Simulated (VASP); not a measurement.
A run of VASP 6.6.1 is set up as follows.

The input INCAR:

```
SYSTEM = SiNi3
PREC = Accurate ; ENCUT = 520
EDIFF = 1E-6 ; ISMEAR = -1
SIGMA = 0.05 ; LREAL = .FALSE.
LASPH = .TRUE. ; NELM = 150
ALGO = Fast ; ISIF = 2
LWAVE = .FALSE. ; LCHARG = .TRUE.
ISPIN = 2 ; MAGMOM = 1 1 1 0
LORBIT = 11 ; LMAXMIX = 4
GGA = PS ; LELF = .TRUE.
LVHAR = .TRUE. ; NBANDS = 29
```

File KPOINTS:

```
regular mesh
0
G
  12 12 12
  0 0 0
```

The input POSCAR:

```
SiNi3
1.0
    1.2744081891      0.7357799111      7.5629944958
   -1.2744081891      0.7357799111      7.5629944958
    0.0000000000     -1.4715598221      7.5629944958
Ni Si
3 1
Direct
    0.2544926827      0.2544926827      0.2544926827
    0.5000000000      0.5000000000      0.5000000000
    0.7455073173      0.7455073173      0.7455073173
    0.0000000000      0.0000000000      0.0000000000
```

Potentials or basis: VASP PAW PBE potentials, release 64 (Ni, Si).

Launch:

```console
$ cat potpaw_PBE.64/Ni/POTCAR potpaw_PBE.64/Si/POTCAR > POTCAR
$ mpirun -np 1 vasp_std > vasp.out
```

Question: Estimate the net moment.

Answer: 0.16 μB per cell.

Question: What does it give for the largest force?

Answer: 0.045 eV/Å.

Forces on the atoms (eV/Å):
```
Ni   0.000  0.000 -0.045
Ni   0.000  0.000  0.000
Ni   0.000  0.000  0.045
Si   0.000  0.000  0.000
```

Caveat: the PAW data sets were made with another functional, which shifts forces and pressure a little.
